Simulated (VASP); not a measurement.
# Cd (P-1) in VASP: further runs, part 2 of 2

VASP 6.6.1. The steps go on from the part before.

## (3) Single point, r2SCAN

Contents of POSCAR:

```
Cd
1.0
    1.8793913100      3.2425025800      0.0110442900
   -1.8974518700      3.2529296500      0.0099419800
    0.0017901200      0.0196731800      6.1135686100
Cd
2
Direct
    0.3852680000      0.1265780000      0.1805230000
    0.6251530000      0.7234080000      0.8399160000
```

Contents of INCAR.step1:

```
SYSTEM = Cd
ALGO = Normal ; EDIFF = 1E-4
ENCUT = 520 ; GGA = PE
ISMEAR = -1 ; LASPH = .True.
LCHARG = .False. ; LREAL = .False.
LWAVE = .True. ; NBANDS = 19
NELM = 100 ; PREC = Accurate
SIGMA = 0.0798
```

Contents of INCAR.step2:

```
SYSTEM = Cd
ALGO = Normal ; EDIFF = 1E-6
ENCUT = 520 ; ISIF = 2
ISMEAR = -1 ; ISTART = 1
LASPH = .True. ; LCHARG = .False.
LMIXTAU = .True. ; LREAL = .False.
LWAVE = .False. ; METAGGA = R2SCAN
NBANDS = 19 ; NELM = 100
PREC = Accurate ; SIGMA = 0.0798
```

Contents of KPOINTS:

```
Automatic mesh
0
Gamma
  6 6 3
  0.5 0.5 0.5
```

Potentials or basis: VASP PAW PBE potentials, release 64 (Cd).

Command:

```sh
> cat potpaw_PBE.64/Cd/POTCAR > POTCAR
> cp INCAR.step1 INCAR
> mpirun -np 1 vasp_std > vasp.out
> cp INCAR.step2 INCAR
> mpirun -np 1 vasp_std > vasp.out
```

OUTCAR:

```text
SYSTEM = Cd
   EDIFF = 1E-6
   ENCUT = 520
   ISIF = 2
   ISMEAR = -1
   ISTART = 1
   LASPH = .True.
   LREAL = .False.
   METAGGA = R2SCAN
   NELM = 100
   PREC = Accurate

 ion  position               nearest neighbor table
   1  0.385  0.127  0.181-   2 2.47   2 3.35   2 3.48
   2  0.625  0.723  0.840-   1 2.47   1 3.35   1 3.48

  Warning from LATTYP: Got some problem with cell dimensions!
  Tried to take original basis but could not verify dimensions!
  LATTYP: Found a triclinic cell.
 ALAT       =     3.7478069125
 B/A-ratio  =     1.0077514190
 C/A-ratio  =     1.6312474651
 COS(alpha) =     0.0005757818
 COS(beta)  =     0.0058777586
 COS(gamma) =     0.4990746592

  Lattice vectors:

 A1 = (  -1.8793913100,  -3.2425025800,  -0.0110442900)
 A2 = (  -3.7768431800,   0.0104270700,  -0.0011023100)
 A3 = (  -0.0017901200,  -0.0196731800,  -6.1135686100)

Analysis of symmetry for initial positions (statically):
=====================================================================
 Subroutine PRICEL returns:
 Original cell was already a primitive cell.

 Routine SETGRP: Setting up the symmetry group for a
[... 162 lines left out ...]
  ---------------------------------------------------
  ext. energy  EPLUGINS =         0.00000000
  ---------------------------------------------------
  free energy    TOTEN  =       -38.73033467 eV

  energy without entropy =      -38.71204448  energy(sigma->0) =      -38.72118958

 E-fermi :  -0.1652     XC(G=0):  -8.6394

 val. band max:       -0.1888337221   @ k =   0.4167   0.4167   0.5000
 cond. band min:      -0.0635602509   @ k =  -0.0833   0.4167   0.5000
 fundamental gap:      0.1252734712
 Fermi energy:        -0.1652278611

 k-point     1 :       0.0833    0.0833    0.1667
  band No.  band energies     occupation
      1     -10.1345      2.00000
      2      -9.7077      2.00000
      3      -9.5571      2.00000
      4      -9.2427      2.00000
      5      -9.0723      2.00000
      6      -9.0204      2.00000
[... 505 lines left out ...]
      6      -8.9634      2.00000
[... 11 lines left out ...]
     18       8.1736      0.00000
     19       9.3250      0.00000

 [... further k-points ...]
[... 5 lines left out ...]
  --------------------------------------------------------------------------------------
  -------------------------------------------------------------------------------------
  Total       -0.1919279     -1.7773222      2.7840619     -0.6097460      1.2306808     -2.7188808
  in kB       -4.1006697    -37.9736927     59.4833692    -13.0276371     26.2943280    -58.0907298
  external PRESSURE =       5.8030022 kB  Pullay stress =       0.0000000 kB

 VOLUME and BASIS-vectors are now :
 -----------------------------------------------------------------------------
  energy-cutoff  :      520.00
  volume of cell :       74.99
      direct lattice vectors                 reciprocal lattice vectors
     1.879391310  3.242502580  0.011044290     0.265198630  0.154693587 -0.000575450
    -1.897451870  3.252929650  0.009941980    -0.264348254  0.153220665 -0.000415653
     0.001790120  0.019673180  6.113568610    -0.000049200 -0.000528627  0.163572301

 POSITION                                       TOTAL-FORCE (eV/Angst)
 -----------------------------------------------------------------------------------
      0.48422      1.66453      1.10915        -1.266465      0.574388      2.021119
     -0.19622      4.39678      5.14898         1.266465     -0.574388     -2.021119
 -----------------------------------------------------------------------------------
    total drift:                                0.000017      0.000027      0.000004

  FREE ENERGIE OF THE ION-ELECTRON SYSTEM (eV)
  ---------------------------------------------------
  free  energy   TOTEN  =       -38.7303346709 eV

  energy  without entropy=      -38.7120444821  energy(sigma->0) =      -38.72118958
```

OUTCAR.step1:

```text
SYSTEM = Cd
   EDIFF = 1E-4
   ENCUT = 520
   GGA = PE
   ISMEAR = -1
   LASPH = .True.
   LREAL = .False.
[... 756 lines left out ...]
      0.48422      1.66453      1.10915        -1.311401      0.595699      2.183636
     -0.19622      4.39678      5.14898         1.311401     -0.595699     -2.183636
 -----------------------------------------------------------------------------------
    total drift:                                0.000018      0.000035      0.000003

  FREE ENERGIE OF THE ION-ELECTRON SYSTEM (eV)
  ---------------------------------------------------
  free  energy   TOTEN  =        -0.2701747743 eV

  energy  without entropy=       -0.2514429578  energy(sigma->0) =       -0.26080887
```

It took 2.5 min on 1 thread of Intel Xeon Platinum 8488C (Sapphire Rapids), shared host; peak memory 0.22 GiB.

What came out:

* Free energy: -38.7303 eV
* Pressure: 0.6 GPa
* Largest force: 2.453 eV/Å
* Band gap on the k mesh: zero (filled and empty bands overlap)

Forces in eV/Å, atoms in the order of the input:
```
Cd  -1.266  0.574  2.021
Cd   1.266 -0.574 -2.021
```

Levels at points of the mesh, in eV from the Fermi level:
```csv
k point,band 8,band 9,band 10,band 11,band 12,band 13,band 14,band 15,band 16,band 17
"(0.08, 0.08, 0.17)",-8.53,-8.47,-8.20,-6.29,-2.02,1.11,7.09,8.04,8.60,9.99
```

Caveat: the PAW data sets were made with another functional, which shifts forces and pressure a little.

## (4) Single point, r2SCAN

POSCAR is that of step 3.

Contents of INCAR.step1:

```
PREC     = Accurate       # precision mode
ENCUT    = 520            # plane-wave cutoff, eV
ISMEAR   = -1             # smearing method
SIGMA    = 0.0798         # smearing width, eV
LREAL    = F              # projectors in reciprocal space
LASPH    = T              # aspherical terms in the spheres
NELM     = 100            # most SCF steps
ISYM     = 0            
NBANDS   = 19             # bands
GGA      = PE             # functional
ALGO     = Normal         # electronic algorithm
EDIFF    = 1E-4           # SCF threshold, eV
LWAVE    = T              # write WAVECAR
LCHARG   = F              # write CHGCAR
```

Contents of INCAR.step2:

```
PREC     = Accurate       # precision mode
ENCUT    = 520            # plane-wave cutoff, eV
EDIFF    = 1E-7           # SCF threshold, eV
ISMEAR   = -1             # smearing method
SIGMA    = 0.0798         # smearing width, eV
LREAL    = F              # projectors in reciprocal space
LASPH    = T              # aspherical terms in the spheres
NELM     = 100            # most SCF steps
ALGO     = Normal         # electronic algorithm
ISIF     = 2              # what is computed and relaxed
LWAVE    = F              # write WAVECAR
LCHARG   = F              # write CHGCAR
METAGGA  = R2SCAN         # meta-GGA
LMIXTAU  = T            
ISYM     = 0            
NBANDS   = 19             # bands
ISTART   = 1
```

Contents of KPOINTS:

```
Automatic mesh
0
Gamma
  6 6 3
```

Potentials or basis: VASP PAW PBE potentials, release 64 (Cd).

Command:

```sh
> cat potpaw_PBE.64/Cd/POTCAR > POTCAR
> cp INCAR.step1 INCAR
> mpirun -np 1 vasp_std > vasp.out
> cp INCAR.step2 INCAR
> mpirun -np 1 vasp_std > vasp.out
```

OUTCAR:

```text
PREC = Accurate
   ENCUT = 520
   EDIFF = 1E-7
   ISMEAR = -1
   LREAL = F
   LASPH = T
   NELM = 100
   ISIF = 2
   METAGGA = R2SCAN
   ISYM = 0
   ISTART = 1

 ion  position               nearest neighbor table
   1  0.385  0.127  0.181-   2 2.47   2 3.35   2 3.48
   2  0.625  0.723  0.840-   1 2.47   1 3.35   1 3.48

IMPORTANT INFORMATION: All symmetrisations will be switched off!
NOSYMM: (Re-)initialisation of all symmetry stuff for point group C_1.

----------------------------------------------------------------------------------------

                                     Primitive cell

  volume of cell :      74.9884

  direct lattice vectors                    reciprocal lattice vectors
     1.879391310  3.242502580  0.011044290     0.265198630  0.154693587 -0.000575450
    -1.897451870  3.252929650  0.009941980    -0.264348254  0.153220665 -0.000415653
     0.001790120  0.019673180  6.113568610    -0.000049200 -0.000528627  0.163572301

  length of vectors
     3.747806913  3.765896142  6.113600526     0.307019136  0.305543359  0.163573163

  position of ions in fractional coordinates (direct lattice)
     0.385268000  0.126578000  0.180523000
[... 119 lines left out ...]
  ext. energy  EPLUGINS =         0.00000000
  ---------------------------------------------------
  free energy    TOTEN  =       -38.63308362 eV

  energy without entropy =      -38.61064859  energy(sigma->0) =      -38.62186611

 E-fermi :  -0.0687     XC(G=0):  -8.6119

 val. band max:       -0.0989432980   @ k =   0.3333  -0.0000  -0.0000
 cond. band min:      -0.0391348576   @ k =   0.3333   0.3333   0.0000
 fundamental gap:      0.0598084404
 Fermi energy:        -0.0686552139

 k-point     1 :       0.0000    0.0000    0.0000
  band No.  band energies     occupation
      1     -10.0856      2.00000
      2      -9.6584      2.00000
      3      -9.5047      2.00000
      4      -9.1943      2.00000
      5      -9.0331      2.00000
      6      -8.9891      2.00000
[... 505 lines left out ...]
      6      -8.8553      2.00000
[... 11 lines left out ...]
     18       7.7982      0.00000
     19       9.6346      0.00000

 [... further k-points ...]
[... 5 lines left out ...]
  --------------------------------------------------------------------------------------
  -------------------------------------------------------------------------------------
  Total        0.1811922     -1.2323577      3.2003148     -0.7140170      1.2937953     -2.8409346
  in kB        3.8712950    -26.3301580     68.3768929    -15.2554571     27.6428140    -60.6984924
  external PRESSURE =      15.3060100 kB  Pullay stress =       0.0000000 kB

 VOLUME and BASIS-vectors are now :
 -----------------------------------------------------------------------------
  energy-cutoff  :      520.00
  volume of cell :       74.99
      direct lattice vectors                 reciprocal lattice vectors
     1.879391310  3.242502580  0.011044290     0.265198630  0.154693587 -0.000575450
    -1.897451870  3.252929650  0.009941980    -0.264348254  0.153220665 -0.000415653
     0.001790120  0.019673180  6.113568610    -0.000049200 -0.000528627  0.163572301

 POSITION                                       TOTAL-FORCE (eV/Angst)
 -----------------------------------------------------------------------------------
      0.48422      1.66453      1.10915        -1.306068      0.583869      2.003834
     -0.19622      4.39678      5.14898         1.306068     -0.583869     -2.003834
 -----------------------------------------------------------------------------------
    total drift:                                0.000309      0.000206      0.000299

  FREE ENERGIE OF THE ION-ELECTRON SYSTEM (eV)
  ---------------------------------------------------
  free  energy   TOTEN  =       -38.6330836169 eV

  energy  without entropy=      -38.6106485932  energy(sigma->0) =      -38.62186611
```

OSZICAR.step1:

```text
N       E                     dE             d eps       ncg     rms          rms(c)
DAV:   1     0.161555201659E+03    0.16156E+03   -0.12044E+04  2128   0.115E+03
DAV:   2     0.415590513294E+01   -0.15740E+03   -0.15272E+03  2218   0.307E+02
DAV:   3    -0.210505598519E+00   -0.43664E+01   -0.43557E+01  2376   0.571E+01
DAV:   4    -0.221553609481E+00   -0.11048E-01   -0.11047E-01  2281   0.282E+00
DAV:   5    -0.221618229719E+00   -0.64620E-04   -0.64620E-04  2335   0.190E-01    0.335E+00
DAV:   6    -0.177536656406E+00    0.44082E-01   -0.12574E-01  2330   0.306E+00    0.238E+00
DAV:   7    -0.175237332926E+00    0.22993E-02   -0.22152E-02  2299   0.102E+00    0.805E-01
DAV:   8    -0.175462399065E+00   -0.22507E-03   -0.29290E-03  2214   0.540E-01    0.553E-02
DAV:   9    -0.175637602008E+00   -0.17520E-03   -0.17696E-04  1850   0.771E-02    0.235E-02
DAV:  10    -0.175698455227E+00   -0.60853E-04   -0.70827E-05  1779   0.662E-02
   1 F= -.17569846E+00 E0= -.16358805E+00  d E =-.242208E-01
```

Run time: 3.8 min. Hardware: 1 thread of Intel Xeon Platinum 8488C (Sapphire Rapids), shared host; peak memory 0.22 GiB.

Results:

* Free energy: -38.6331 eV
* Pressure: 1.5 GPa
* Largest force: 2.462 eV/Å
* Band gap on the k mesh: zero (band 12 reaches -0.04 eV, above the bottom of band 13 at -0.11 eV)

Forces on the atoms (eV/Å):
```
Cd  -1.306  0.584  2.004
Cd   1.306 -0.584 -2.004
```

Stress tensor (GPa, compression positive):
```
 0.39 -1.53 -6.07
-1.53 -2.63  2.76
-6.07  2.76  6.84
```

Levels at points of the mesh, in eV from the Fermi level:
```
           k point  band 9  band 10  band 11  band 12  band 13  band 14  band 15  band 16
(0.00, 0.00, 0.00)   -8.51    -8.25    -6.53    -1.51    -0.04     7.99     8.44     9.42
(0.50, 0.00, 0.00)   -8.54    -8.27    -3.03    -1.56     1.72     2.40     3.54     5.45
(0.00, 0.50, 0.00)   -8.49    -8.45    -2.78    -2.00     1.96     2.10     4.10     4.82
(0.50, 0.50, 0.00)   -8.53    -8.22    -3.10    -1.38     1.66     2.46     3.40     5.31
```

Caveat: the PAW data sets were made with another functional, which shifts forces and pressure a little.
